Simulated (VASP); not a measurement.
# Al (I4/mmm) in VASP: further runs

Al is run at these levels: LDA; tasks: single point.

Program: VASP 6.6.1. These are calculated values, not measurements. Logs are shortened: lines on timing, memory, paths and dates and some standing lists are left out, and cuts for length are marked.

## (1) The cell of the first run

It takes space group I4/mmm (No. 139, tetragonal). The conventional cell has a = 3.005 Å, b = 3.005 Å, c = 3.947 Å, α = 90.00°, β = 90.00°, γ = 90.00°. Al (site symmetry 4/mmm) has 14 Al at 2.90 to 3.95 Å within 4.0 Å.

## (2) Single point, LDA (strain +0.050 along x and y, -0.025 along z)

Input file INCAR:

```
  ALGO = Normal
  EDIFF = 1E-6
  ENCUT = 520
  GGA = CA
  ISIF = 2
  ISMEAR = 0
  LASPH = T
  LCHARG = F
  LREAL = F
  LWAVE = F
  NBANDS = 8
  NELM = 80
  PREC = Accurate
  SIGMA = 0.15
```

Input file KPOINTS:

```
k-points
0
Gamma
  20 20 20
```

Input file POSCAR:

```
Al
1.0
    0.0000000000      2.1251790000      1.9733805000
    2.1251790000      0.0000000000      1.9733805000
    2.1251790000      2.1251790000      0.0000000000
Al
1
Direct
    0.0000000000      0.0000000000      0.0000000000
```

Potentials or basis: VASP PAW LDA potentials, release 64 (Al).

The run is started by

```bash
cat potpaw_LDA.64/Al/POTCAR > POTCAR
mpirun -np 1 vasp_std > vasp.out
```

OUTCAR:

```text
EDIFF = 1E-6
   ENCUT = 520
   GGA = CA
   ISIF = 2
   ISMEAR = 0
   LASPH = T
   LREAL = F
   NELM = 80
   PREC = Accurate

 ion  position               nearest neighbor table
   1  0.000  0.000  0.000-

  LATTYP: Found a body centered tetragonal cell.
 ALAT       =     3.0054569643
 C/A-ratio  =     1.3131983079

  Lattice vectors:

 A1 = (   0.0000000000,  -2.1251790000,  -1.9733805000)
 A2 = (   0.0000000000,   2.1251790000,  -1.9733805000)
 A3 = (   2.1251790000,   0.0000000000,   1.9733805000)

Analysis of symmetry for initial positions (statically):
=====================================================================
 Subroutine PRICEL returns:
 Original cell was already a primitive cell.

 Routine SETGRP: Setting up the symmetry group for a
 body centered tetragonal supercell.

 Subroutine GETGRP returns: Found 16 space group operations
 (whereof 16 operations were pure point group operations)
 out of a pool of 16 trial point group operations.

The static configuration has the point symmetry D_4h.

Analysis of symmetry for dynamics (positions and initial velocities):
=====================================================================
 Subroutine PRICEL returns:
 Original cell was already a primitive cell.

 Routine SETGRP: Setting up the symmetry group for a
 body centered tetragonal supercell.

 Subroutine GETGRP returns: Found 16 space group operations
 (whereof 16 operations were pure point group operations)
 out of a pool of 16 trial point group operations.

The dynamic configuration has the point symmetry D_4h.

 Subroutine INISYM returns: Found 16 space group operations
 (whereof 16 operations are pure point group operations),
 and found     1 'primitive' translations

----------------------------------------------------------------------------------------

                                     Primitive cell

  volume of cell :      17.8251

  direct lattice vectors                    reciprocal lattice vectors
     0.000000000  2.125179000  1.973380500    -0.235274299  0.235274299  0.253372322
     2.125179000  0.000000000  1.973380500     0.235274299 -0.235274299  0.253372322
     2.125179000  2.125179000  0.000000000     0.235274299  0.235274299 -0.253372322

  length of vectors
     2.900106270  2.900106270  3.005456964     0.418217079  0.418217079  0.418217079

  position of ions in fractional coordinates (direct lattice)
     0.000000000  0.000000000  0.000000000

  ion indices of the primitive-cell ions
   primitive index   ion index
                 1           1

[... 77 lines left out ...]
   ISIF   =      2    stress and relaxation
   ISYM   =      2    0-nonsym 1-usesym 2-fastsym
   POTIM  = 0.5000    time-step for ionic-motion
   TEBEG  =    0.0;   TEEND  =   0.0 temperature during run
   PSTRESS=    0.0 pullay stress
   NELECT =       3.0000    total number of electrons
   NUPDOWN=      -1.0000    fix difference up-down
   EMIN   =  10.00;   EMAX   =-10.00  energy-range for DOS
   EFERMI =   0.00;   METHOD = LEGACY
   ISMEAR =     0;   SIGMA  =   0.15  broadening in eV -4-tet -1-fermi 0-gaus
   EFERMI_NEDOS =   21; number of points for ismear=-14 and -15
   IALGO  =     38    algorithm
   IMIX   =      4    mixing-type and parameters
     AMIX     =   0.40;   BMIX     =  1.00
     AMIX_MAG =   1.60;   BMIX_MAG =  1.00
  volume/ion in A,a.u.               =      17.83       120.29
  Fermi-wavevector in a.u.,A,eV,Ry     =   0.903867  1.708061 11.115632  0.816976
  Thomas-Fermi vector in A             =   2.027245
   LORBIT       =      0    0 simple, 1 ext, 2 COOP (PROOUT), +10 PAW based schemes
   GGA     = CA    functional components
   LHFCALC =     F    Hartree Fock is set to
   AEXX    =    0.0000 exact exchange contribution
   IVDW    =     0    specifies the selected vdW correction
   LEPSILON=     F    determine dielectric tensor
   LRPA    =     F    only Hartree local field effects (RPA)
 non-spin polarized calculation
 Gauss-broadening in eV      SIGMA  =   0.15
  energy-cutoff  :      520.00
  volume of cell :       17.83
 maximum number of plane-waves:       504
 NGX is ok and might be reduce to    24
   NGX = 11   NGY = 11   NGZ = 11

 number of electron       3.0000000 magnetization

 Free energy of the ion-electron system (eV)
  ---------------------------------------------------
  ext. energy  EPLUGINS =         0.00000000
  ---------------------------------------------------
  free energy    TOTEN  =        -4.13484289 eV

  energy without entropy =       -4.12969760  energy(sigma->0) =       -4.13227024

 E-fermi :   7.0078     XC(G=0): -10.0612

 val. band max:        7.0059517654   @ k =  -0.3000   0.2500   0.0500
 cond. band min:       7.0230327522   @ k =  -0.4500   0.3500   0.1000
 fundamental gap:      0.0170809868
 Fermi energy:         7.0077638179

 k-point     1 :       0.0000    0.0000    0.0000
  band No.  band energies     occupation
      1      -3.5657      2.00000
      2      18.9935      0.00000
      3      18.9935      0.00000
      4      19.7409      0.00000
      5      19.8164      0.00000
      6      20.0252      0.00000
      7      20.0252      0.00000
      8      23.1597      0.00000
[... 243 lines left out ...]
 k-point    24 :      -0.3500    0.0500    0.0000
  band No.  band energies     occupation
      1      -0.1356      2.00000
      2       6.6179      1.99976
      3      16.7159      0.00000
      4      17.0212      0.00000
      5      17.9275      0.00000
      6      19.1731      0.00000
      7      20.8739      0.00000
      8      25.3278      0.00000

 [... further k-points ...]

------------------------ aborting loop because EDIFF is reached ----------------------------------------

  FORCE on cell =-STRESS in cart. coord.  units (eV):
  Direction    XX          YY          ZZ          XY          YZ          ZX
  --------------------------------------------------------------------------------------
  -------------------------------------------------------------------------------------
  Total       -0.8921294     -0.8921294     -0.6752303      0.0000000      0.0000000      0.0000000
  in kB      -80.1874791    -80.1874791    -60.6918850      0.0000000      0.0000000      0.0000000
  external PRESSURE =     -73.6889478 kB  Pullay stress =       0.0000000 kB

 VOLUME and BASIS-vectors are now :
 -----------------------------------------------------------------------------
  energy-cutoff  :      520.00
  volume of cell :       17.83
      direct lattice vectors                 reciprocal lattice vectors
     0.000000000  2.125179000  1.973380500    -0.235274299  0.235274299  0.253372322
     2.125179000  0.000000000  1.973380500     0.235274299 -0.235274299  0.253372322
     2.125179000  2.125179000  0.000000000     0.235274299  0.235274299 -0.253372322

 POSITION                                       TOTAL-FORCE (eV/Angst)
 -----------------------------------------------------------------------------------
      0.00000      0.00000      0.00000         0.000000     -0.000000      0.000000
 -----------------------------------------------------------------------------------
    total drift:                                0.000000      0.000000     -0.000000

  FREE ENERGIE OF THE ION-ELECTRON SYSTEM (eV)
  ---------------------------------------------------
  free  energy   TOTEN  =        -4.1348428908 eV

  energy  without entropy=       -4.1296975990  energy(sigma->0) =       -4.13227024
```

OSZICAR:

```text
N       E                     dE             d eps       ncg     rms          rms(c)
DAV:   1    -0.284500530381E+01   -0.28450E+01   -0.85057E+02 10336   0.203E+02
DAV:   2    -0.415581632269E+01   -0.13108E+01   -0.12667E+01 14432   0.181E+01
DAV:   3    -0.416225805632E+01   -0.64417E-02   -0.64373E-02 12928   0.137E+00
DAV:   4    -0.416227003908E+01   -0.11983E-04   -0.11984E-04 16152   0.565E-02
DAV:   5    -0.416227005226E+01   -0.13182E-07   -0.13385E-07 13192   0.102E-03    0.122E+00
DAV:   6    -0.414549481055E+01    0.16775E-01   -0.32611E-03 12992   0.220E-01    0.691E-01
DAV:   7    -0.413486680459E+01    0.10628E-01   -0.79825E-03 12800   0.339E-01    0.143E-01
DAV:   8    -0.413484302290E+01    0.23782E-04   -0.21470E-05 15200   0.317E-02    0.136E-02
DAV:   9    -0.413484289077E+01    0.13213E-06   -0.13758E-07 14064   0.166E-03
   1 F= -.41348429E+01 E0= -.41322702E+01  d E =-.514529E-02
```

It took 65 s on 1 thread of Intel Xeon 8259CL, shared host; peak memory 0.18 GiB.

Results:

```
Free energy            : -4.1348 eV
Pressure               : -7.4 GPa
Band gap on the k mesh : zero (an odd number of electrons rules out a gap without spin polarisation)
```

Caveat: the cell differs from its parent crystal (strain +0.050 along x and y, -0.025 along z); the cell stands under tension.

## (3) Single point, LDA (strain +0.050 along x and y, +0.000 along z)

Input file INCAR:

```
SYSTEM = Al
  PREC = Accurate
  ENCUT = 520
  EDIFF = 1E-6
  ISMEAR = 0
  SIGMA = 0.15
  LREAL = .FALSE.
  LASPH = .TRUE.
  NELM = 100
  ALGO = Fast
  ISIF = 2
  LWAVE = .FALSE.
  LCHARG = .FALSE.
  GGA = CA
  NBANDS = 8
```

Input file KPOINTS:

```
regular mesh
0
G
  20 20 20
  0 0 0
```

Input file POSCAR:

```
Al
1.0
    0.0000000000      2.1251790000      2.0239800000
    2.1251790000      0.0000000000      2.0239800000
    2.1251790000      2.1251790000      0.0000000000
Al
1
Direct
    0.0000000000      0.0000000000      0.0000000000
```

Potentials or basis: VASP PAW LDA potentials, release 64 (Al).

The run is started by

```bash
cat potpaw_LDA.64/Al/POTCAR > POTCAR
mpirun -np 1 vasp_std > vasp.out
```

Wall time 68 s (1 thread of Intel Xeon 8259CL, shared host); peak memory 0.19 GiB.

It converged, with:

```
Free energy            : -4.1156 eV
Pressure               : -8.6 GPa
Band gap on the k mesh : zero (an odd number of electrons rules out a gap without spin polarisation)
```

Stress tensor (GPa, compression positive):
```
-9.10  0.00  0.00
 0.00 -9.10  0.00
 0.00  0.00 -7.55
```

Levels at points of the mesh, in eV from the Fermi level:
| k point | band 1 | band 2 | band 3 | band 4 |
| --- | --- | --- | --- | --- |
| (0.00, 0.00, 0.00) | -10.42 | 11.89 | 11.89 | 12.38 |
| (0.50, 0.00, 0.00) | -4.27 | -4.15 | 9.67 | 10.49 |
| (0.50, 0.50, 0.00) | -2.21 | -0.98 | 4.54 | 4.54 |
| (0.50, 0.00, 0.50) | -2.86 | -1.95 | 5.20 | 5.47 |

Caveat: the cell differs from its parent crystal (strain +0.050 along x and y, +0.000 along z); the cell stands under tension.
